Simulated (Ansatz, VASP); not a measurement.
HfSiO4 in VASP and in Ansatz

Contents of INCAR:

```
PREC = Accurate ; ENCUT = 520
EDIFF = 1E-7 ; ISMEAR = 0
SIGMA = 0.012 ; LREAL = False
LASPH = True ; NELM = 80
ALGO = Normal ; ISIF = 2
LWAVE = False ; LCHARG = True
GGA = PE ; LELF = True
LVHAR = True ; NBANDS = 50
```

File KPOINTS:

```
regular mesh
0
Gamma
  6 6 6
```

The input POSCAR:

```
HfSiO4
1.0
   -3.2862500000      3.2862500000      2.9816000000
    3.2862500000     -3.2862500000      2.9816000000
    3.2862500000      3.2862500000     -2.9816000000
Hf Si O
2 2 8
Direct
    0.0000000000      0.0000000000      0.0000000000
    0.7500000000      0.2500000000      0.5000000000
    0.5000000000      0.5000000000      0.0000000000
    0.2500000000      0.7500000000      0.5000000000
    0.6802000000      0.4957000000      0.8155000000
    0.2457000000      0.9302000000      0.3155000000
    0.6802000000      0.8647000000      0.1845000000
    0.6147000000      0.9302000000      0.6845000000
    0.0698000000      0.3853000000      0.3155000000
    0.5043000000      0.3198000000      0.1845000000
    0.0698000000      0.7543000000      0.6845000000
    0.1353000000      0.3198000000      0.8155000000
```

input.yaml

```yaml
crystal:
  lattice:
    - [-3.28625, 3.28625, 2.9816]
    - [3.28625, -3.28625, 2.9816]
    - [3.28625, 3.28625, -2.9816]
  atoms:
    - { symbol: Hf, position: [0.0, 0.0, 0.0] }
    - { symbol: Hf, position: [0.75, 0.25, 0.5] }
    - { symbol: Si, position: [0.5, 0.5, 0.0] }
    - { symbol: Si, position: [0.25, 0.75, 0.5] }
    - { symbol: O, position: [0.6802, 0.4957, 0.8155] }
    - { symbol: O, position: [0.2457, 0.9302, 0.3155] }
    - { symbol: O, position: [0.6802, 0.8647, 0.1845] }
    - { symbol: O, position: [0.6147, 0.9302, 0.6845] }
    - { symbol: O, position: [0.0698, 0.3853, 0.3155] }
    - { symbol: O, position: [0.5043, 0.3198, 0.1845] }
    - { symbol: O, position: [0.0698, 0.7543, 0.6845] }
    - { symbol: O, position: [0.1353, 0.3198, 0.8155] }
hamiltonian:
  xc: pbe
  pseudopotentials: { kind: paw }
kpoints:
  mp_grid: { grid: [6, 6, 6] }
scf:
  occupations: { method: gaussian, width: 0.012 }
output:
  forces: true
  stress: true
  eigenvalues: true
  write_density: true
  write_potential: true
  elf: true
  volumetric_format: npy
```

Alike in both runs: task single point; functional PBE; k mesh 6 × 6 × 6; occupations gaussian, width 0.012 eV; no spin polarisation.

|  | VASP | Ansatz |
| --- | --- | --- |
| version | VASP 6.6.1 | Ansatz 0.2.0 |
| potentials or method | VASP PAW PBE potentials, release 64 (Hf_pv, Si, O) | Ansatz PAW |
| plane-wave cutoff (eV) | 520 | 420 |
| valence electrons in the cell | 76 | 108 |

|  | VASP | Ansatz | Ansatz less VASP |
| --- | --- | --- | --- |
| gap on the k mesh at the Fermi level (eV) | 5.41 | 5.46 | +0.055 |
| least direct gap on the mesh (eV) | 5.76 | 5.82 | +0.051 |
| pressure (GPa) | 5.8 | 7.5 | +1.69 |
| traceless stress, the component that is largest in VASP (GPa) | 0.77 | 0.53 | -0.244 |
| rms of the force components (eV/Å) | 0.250 | 0.158 | -0.0916 |

Atom by atom the forces differ by 0.093 eV/Å (rms over components). VASP's potentials hold 76 valence electrons a cell and Ansatz's 108, so a difference there can come from the potentials and not from the codes.

Spin-orbit coupling is off throughout.
